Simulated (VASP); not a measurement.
Wanted: the native input for a VASP 6.6.1 run.

| Property | Result |
| --- | --- |
| Task | single point |
| Functional | PBEsol |
| Potentials or basis | VASP PAW PBE potentials, release 64 (Sc_sv, Al, N) |
| Cutoff | 520 eV |
| k mesh | 2 × 2 × 2, shifted |
| Occupations | gaussian, width 0.02 eV |
| Spin | no spin polarisation |
| Dipole correction | no |
| Further INCAR settings | LREAL = Auto; ALGO = Normal; EDIFF = 1e-07; NBANDS = 100 |

The structure of ScAl17N18 (a cell with a defect) lies in POSCAR:

```
ScAl17N18
1.0
    4.6706711409      2.6966132405     -4.9836450386
    0.0000000000     -5.3932264810     -4.9836450386
   -4.6706711409      2.6966132405     -4.9836450386
Sc Al N
1 17 18
Direct
    0.0594855330      0.3928188664      0.0594855330
    0.0548183938      0.0536197623      0.3922604388
    0.3922604388      0.3881517272      0.7202864289
    0.7202864289      0.3881517272      0.3922604388
    0.3922604388      0.0536197623      0.0548183938
    0.0548183938      0.7255937722      0.7202864289
    0.3879198388      0.7212531721      0.3879198388
    0.7232922376      0.0566255710      0.7232922376
    0.7202864289      0.7255937722      0.0548183938
    0.7756373793      0.1089707126      0.1110439585
    0.7774150898      0.7781861956      0.4448528623
    0.1110439585      0.1089707126      0.7756373793
    0.4448528623      0.1107484231      0.4448528623
    0.1108634611      0.7838547037      0.1108634611
    0.7756373793      0.4443772918      0.7756373793
    0.1108634611      0.4441967944      0.4505213704
    0.4448528623      0.7781861956      0.7774150898
    0.4505213704      0.4441967944      0.1108634611
    0.9217060675      0.2550394008      0.9217060675
    0.9275253761      0.9297279778      0.2631032458
    0.2631032458      0.2608587094      0.5963946444
    0.5963946444      0.2608587094      0.2631032458
    0.2631032458      0.9297279778      0.9275253761
    0.9275253761      0.5964365791      0.5963946444
    0.2591856032      0.5925189366      0.2591856032
    0.5952304405      0.9285637739      0.5952304405
    0.5963946444      0.5964365791      0.9275253761
    0.9790158081      0.3123491414      0.3380320249
    0.9839940277      0.9829623516      0.6496290183
    0.3380320249      0.3123491414      0.9790158081
    0.6496290183      0.3173273610      0.6496290183
    0.3167432763      0.9832464750      0.3167432763
    0.9790158081      0.6713653582      0.9790158081
    0.3167432763      0.6500766096      0.6499131417
    0.6496290183      0.9829623516      0.9839940277
    0.6499131417      0.6500766096      0.3167432763
```

One way to write it, as run:

INCAR

```
  PREC = Accurate
  ENCUT = 520
  EDIFF = 1E-7
  ISMEAR = 0
  SIGMA = 0.02
  LREAL = Auto
  LASPH = T
  NELM = 60
  ALGO = Normal
  ISIF = 2
  LWAVE = F
  LCHARG = F
  GGA = PS
  NBANDS = 100
```

KPOINTS

```
Automatic mesh
0
Gamma
  2 2 2
  0.5 0.5 0.5
```

Potentials or basis: VASP PAW PBE potentials, release 64 (Sc_sv, Al, N).

Command:

```sh
$ cat potpaw_PBE.64/Sc_sv/POTCAR potpaw_PBE.64/Al/POTCAR potpaw_PBE.64/N/POTCAR > POTCAR
$ mpirun -np 1 vasp_std > vasp.out
```

It gave:

```json
{
 "Pressure": "3.7 GPa",
 "Largest force": "0.065 eV/Å",
 "Band gap on the k mesh": "4.76 eV"
}
```

Caveat: the PAW data sets were made with another functional, which shifts forces and pressure a little.

It took 8.2 min on 1 thread of AMD EPYC 7R13, on a shared host, peak memory 0.4 GiB.
